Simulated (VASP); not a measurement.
# ScAl3 (Pm-3m) in VASP: a series of runs, part 3 of 4

VASP 6.6.1. The steps go on from the part before.

### Step 5. Relaxation of cell and atoms, RPBE+D4

INCAR

```
SYSTEM = ScAl3
PREC     = Accurate       ! precision mode
ENCUT    = 600            ! plane-wave cutoff, eV
EDIFF    = 1E-7           ! SCF threshold, eV
ISMEAR   = -1             ! smearing method
SIGMA    = 0.05           ! smearing width, eV
LREAL    = .False.        ! projectors in reciprocal space
LASPH    = .True.         ! aspherical terms in the spheres
NELM     = 80             ! most SCF steps
ALGO     = Normal         ! electronic algorithm
ISIF     = 3              ! what is computed and relaxed
LWAVE    = .False.        ! write WAVECAR
LCHARG   = .False.        ! write CHGCAR
GGA      = RP             ! functional
IVDW     = 13             ! dispersion correction
IBRION   = 2              ! ionic algorithm
NSW      = 60             ! ionic steps
EDIFFG   = -0.01          ! ionic threshold
```

KPOINTS

```
regular mesh
0
Gamma
  7 7 7
  0 0 0
```

POSCAR

```
ScAl3
1.0
    4.0878065700      0.0000000000      0.0000000000
    0.0000000000      4.0878065700      0.0000000000
    0.0000000000      0.0000000000      4.0878065700
Sc Al
1 3
Direct
    0.0000000000      0.0000000000      0.0000000000
    0.5000000000      0.5000000000      0.0000000000
    0.0000000000      0.5000000000      0.5000000000
    0.5000000000      0.0000000000      0.5000000000
```

Potentials or basis: VASP PAW PBE potentials, release 64 (Sc_sv, Al).

Command:

```console
$ cat potpaw_PBE.64/Sc_sv/POTCAR potpaw_PBE.64/Al/POTCAR > POTCAR
$ mpirun -np 1 vasp_std > vasp.out
```

OUTCAR:

```text
SYSTEM = ScAl3
   PREC = Accurate
   ENCUT = 600
   EDIFF = 1E-7
   ISMEAR = -1
   LREAL = .False.
   LASPH = .True.
   NELM = 80
   ISIF = 3
   GGA = RP
   IVDW = 13
   IBRION = 2
   NSW = 60
   EDIFFG = -0.01

 ion  position               nearest neighbor table
   1  0.000  0.000  0.000-   2 2.89   3 2.89   4 2.89   3 2.89   4 2.89   2 2.89   3 2.89   3 2.89
                             2 2.89   4 2.89   4 2.89   2 2.89
   2  0.500  0.500  0.000-   1 2.89   3 2.89   4 2.89   3 2.89   4 2.89   1 2.89   4 2.89   4 2.89
                             1 2.89   3 2.89   3 2.89   1 2.89
   3  0.000  0.500  0.500-   1 2.89   2 2.89   4 2.89   1 2.89   2 2.89   1 2.89   4 2.89   1 2.89
                             2 2.89   4 2.89   2 2.89   4 2.89
   4  0.500  0.000  0.500-   1 2.89   2 2.89   3 2.89   1 2.89   2 2.89   2 2.89   3 2.89   2 2.89
                             1 2.89   3 2.89   1 2.89   3 2.89

  LATTYP: Found a simple cubic cell.
 ALAT       =     4.0878065700

  Lattice vectors:

 A1 = (   4.0878065700,   0.0000000000,   0.0000000000)
 A2 = (   0.0000000000,   4.0878065700,   0.0000000000)
 A3 = (   0.0000000000,   0.0000000000,   4.0878065700)

Analysis of symmetry for initial positions (statically):
=====================================================================
 Subroutine PRICEL returns:
 Original cell was already a primitive cell.

 Routine SETGRP: Setting up the symmetry group for a
 simple cubic supercell.

 Subroutine GETGRP returns: Found 48 space group operations
 (whereof 48 operations were pure point group operations)
 out of a pool of 48 trial point group operations.

The static configuration has the point symmetry O_h .

Analysis of symmetry for dynamics (positions and initial velocities):
=====================================================================
 Subroutine PRICEL returns:
 Original cell was already a primitive cell.

 Routine SETGRP: Setting up the symmetry group for a
 simple cubic supercell.

 Subroutine GETGRP returns: Found 48 space group operations
 (whereof 48 operations were pure point group operations)
 out of a pool of 48 trial point group operations.

The dynamic configuration has the point symmetry O_h .

 Subroutine INISYM returns: Found 48 space group operations
 (whereof 48 operations are pure point group operations),
 and found     1 'primitive' translations

----------------------------------------------------------------------------------------

                                     Primitive cell

  volume of cell :      68.3079

  direct lattice vectors                    reciprocal lattice vectors
     4.087806570  0.000000000  0.000000000     0.244629970  0.000000000  0.000000000
     0.000000000  4.087806570  0.000000000     0.000000000  0.244629970  0.000000000
     0.000000000  0.000000000  4.087806570     0.000000000  0.000000000  0.244629970

  length of vectors
     4.087806570  4.087806570  4.087806570     0.244629970  0.244629970  0.244629970

  position of ions in fractional coordinates (direct lattice)
     0.000000000  0.000000000  0.000000000
     0.500000000  0.500000000  0.000000000
     0.000000000  0.500000000  0.500000000
     0.500000000  0.000000000  0.500000000

  ion indices of the primitive-cell ions
   primitive index   ion index
                 1           1
                 2           2
                 3           3
                 4           4

----------------------------------------------------------------------------------------

 KPOINTS: regular mesh

Automatic generation of k-mesh.
 Grid dimensions read from file:
 generate k-points for:    7    7    7

 Generating k-lattice:

  Cartesian coordinates                     Fractional coordinates (reciprocal lattice)
     0.034947139  0.000000000  0.000000000     0.142857143  0.000000000  0.000000000
     0.000000000  0.034947139  0.000000000     0.000000000  0.142857143  0.000000000
     0.000000000  0.000000000  0.034947139     0.000000000  0.000000000  0.142857143

  Length of vectors
     0.034947139  0.034947139  0.034947139

  Shift w.r.t. Gamma in fractional coordinates (k-lattice)
     0.000000000  0.000000000  0.000000000

 Subroutine IBZKPT returns following result:
 ===========================================

 Found     20 irreducible k-points:

 Following reciprocal coordinates:
            Coordinates               Weight
  0.000000  0.000000  0.000000      1.000000
  0.142857  0.000000  0.000000      6.000000
  0.285714  0.000000  0.000000      6.000000
  0.428571  0.000000  0.000000      6.000000
  0.142857  0.142857  0.000000     12.000000
  0.285714  0.142857  0.000000     24.000000
[... 12 lines left out ...]
  0.428571  0.428571  0.285714     24.000000
  0.428571  0.428571  0.428571      8.000000
   k-points           NKPTS =     20   k-points in BZ     NKDIM =     20   number of bands    NBANDS=     14
   number of dos      NEDOS =    301   number of ions     NIONS =      4
   total plane-waves  NPLWV =  46656
   dimension x,y,z NGX =    36 NGY =   36 NGZ =   36
   dimension x,y,z NGXF=    72 NGYF=   72 NGZF=   72
   ions per type =               1   3
   NGX,Y,Z   is equivalent  to a cutoff of  14.64, 14.64, 14.64 a.u.
   NGXF,Y,Z  is equivalent  to a cutoff of  29.28, 29.28, 29.28 a.u.
 SYSTEM =  ScAl3
   PREC   = accura    normal or accurate (medium, high low for compatibility)
   ISTART =      0    job   : 0-new  1-cont  2-samecut
   ICHARG =      2    charge: 1-file 2-atom 10-const
   ISPIN  =      1    spin polarized calculation?
   LNONCOLLINEAR =      F non collinear calculations
   LSORBIT =      F    spin-orbit coupling
   LASPH  =      T    aspherical Exc in radial PAW
   ENCUT  =  600.0 eV  44.10 Ry    6.64 a.u.   8.16  8.16  8.16*2*pi/ulx,y,z
   NELM   =     80;   NELMIN=  2; NELMDL= -5     # of ELM steps
   EDIFF  = 0.1E-06   stopping-criterion for ELM
   LREAL  =      F    real-space projection
   EDIFFG = -.1E-01   stopping-criterion for IOM
   NSW    =     60    number of steps for IOM
   IBRION =      2    ionic relax: 0-MD 1-quasi-New 2-CG
   NFREE  =      1    steps in history (QN), initial steepest desc. (CG)
   ISIF   =      3    stress and relaxation
   ISYM   =      2    0-nonsym 1-usesym 2-fastsym
   POTIM  = 0.5000    time-step for ionic-motion
   TEBEG  =    0.0;   TEEND  =   0.0 temperature during run
   PSTRESS=    0.0 pullay stress
   NELECT =      20.0000    total number of electrons
   NUPDOWN=      -1.0000    fix difference up-down
   EMIN   =  10.00;   EMAX   =-10.00  energy-range for DOS
   EFERMI =   0.00;   METHOD = LEGACY
   ISMEAR =    -1;   SIGMA  =   0.05  broadening in eV -4-tet -1-fermi 0-gaus
   EFERMI_NEDOS =   21; number of points for ismear=-14 and -15
   IALGO  =     38    algorithm
   IMIX   =      4    mixing-type and parameters
     AMIX     =   0.40;   BMIX     =  1.00
     AMIX_MAG =   1.60;   BMIX_MAG =  1.00
  volume/ion in A,a.u.               =      17.08       115.24
  Fermi-wavevector in a.u.,A,eV,Ry     =   1.087079  2.054282 16.078563  1.181741
  Thomas-Fermi vector in A             =   2.223230
   LORBIT       =      0    0 simple, 1 ext, 2 COOP (PROOUT), +10 PAW based schemes
   GGA     = RP    functional components
   LHFCALC =     F    Hartree Fock is set to
   AEXX    =    0.0000 exact exchange contribution
   IVDW    =    13    specifies the selected vdW correction
   LEPSILON=     F    determine dielectric tensor
   LRPA    =     F    only Hartree local field effects (RPA)
 conjugate gradient relaxation of ions
 non-spin polarized calculation
  energy-cutoff  :      600.00
  volume of cell :       68.31
 maximum number of plane-waves:      2301
 NGX is ok and might be reduce to    36
   NGX = 17   NGY = 17   NGZ = 17

--------------------------------------- Ionic step        1  -------------------------------------------

 number of electron      20.0000002 magnetization

 Free energy of the ion-electron system (eV)
  ---------------------------------------------------
  ext. energy  EPLUGINS =         0.00000000
  ---------------------------------------------------
  free energy    TOTEN  =       -18.18622981 eV

  energy without entropy =      -18.17355133  energy(sigma->0) =      -18.17989057

------------------------ aborting loop because EDIFF is reached ----------------------------------------

  DFT-D4 for vdW energy calculation

  Edisp (eV):   -2.57267
[... 75 lines left out ...]
--------------------------------------- Ionic step        3  -------------------------------------------

 number of electron      20.0000004 magnetization

 Free energy of the ion-electron system (eV)
  ---------------------------------------------------
  ext. energy  EPLUGINS =         0.00000000
  ---------------------------------------------------
  free energy    TOTEN  =       -18.12887801 eV

  energy without entropy =      -18.11625688  energy(sigma->0) =      -18.12256744

 E-fermi :   7.5435     XC(G=0): -10.4559

 val. band max:        7.4746229285   @ k =   0.4286   0.4286   0.1429
 cond. band min:       7.5544546020   @ k =   0.2857   0.0000   0.0000
 fundamental gap:      0.0798316735
 Fermi energy:         7.5434525884

 k-point     1 :       0.0000    0.0000    0.0000
  band No.  band energies     occupation
      1     -41.3701      2.00000
      2     -20.0176      2.00000
      3     -20.0176      2.00000
      4     -20.0176      2.00000
      5      -2.5449      2.00000
      6       4.9965      2.00000
      7       4.9965      2.00000
      8       5.8002      2.00000
      9       5.8002      2.00000
     10       5.8002      2.00000
     11       8.8845      0.00000
     12       8.9618      0.00000
     13       8.9618      0.00000
     14       8.9618      0.00000
[... 356 lines left out ...]
  FREE ENERGIE OF THE ION-ELECTRON SYSTEM (eV)
  ---------------------------------------------------
  free  energy   TOTEN  =       -20.7756431036 eV

  energy  without entropy=      -20.7630219716  energy(sigma->0) =      -20.76933254

 reached required accuracy - stopping structural energy minimisation
```

It took 87 s on 1 thread of Intel Xeon 8259CL, shared host; peak memory 0.22 GiB.

What came out:

| Quantity | Value |
| --- | --- |
| Free energy | -20.7756 eV |
| Relaxed volume | 16.58 Å³/atom |
| Relaxed cell | a = 4.048 Å, b = 4.048 Å, c = 4.048 Å, α = 90.00°, β = 90.00°, γ = 90.00° |
| Space group after relaxing (to 0.05 Å) | Pm-3m (No. 221) |
| Energy gained by relaxing | 4.2 meV/atom |
| Ionic steps | 3 |
| Pressure after relaxing | 0.0 GPa |
| Band gap on the k mesh | zero (band 10 reaches 8.64 eV, above the bottom of band 11 at 4.93 eV) |
| Dispersion energy per atom | -0.662 eV |

Step by step:
```
step  energy change (eV)  largest force (eV/Å)  pressure (GPa)  volume (Å³)
   1              0.0000                0.0000           -2.63        68.31
   2             -0.0141                0.0000            1.12        65.57
   3             -0.0167                0.0000            0.00        66.33
```

Final structure:
```
Sc Al
1.0
     4.04789    0.00000    0.00000
     0.00000    4.04789    0.00000
     0.00000    0.00000    4.04789
Sc Al
1 3
Cartesian
  0.0000 0.0000 0.0000
  2.0239 2.0239 0.0000
  0.0000 2.0239 2.0239
  2.0239 0.0000 2.0239
```

Levels at points of the mesh, in eV from the Fermi level:
| k point | band 7 | band 8 | band 9 | band 10 | band 11 | band 12 | band 13 | band 14 |
| --- | --- | --- | --- | --- | --- | --- | --- | --- |
| (0.00, 0.00, 0.00) | -2.55 | -1.74 | -1.74 | -1.74 | 1.34 | 1.42 | 1.42 | 1.42 |

Caveat: the PAW data sets were made with another functional, which shifts forces and pressure a little; pairwise dispersion overbinds metals, which lowers pressure and volume.

(Part 3 of 4 ends here.)
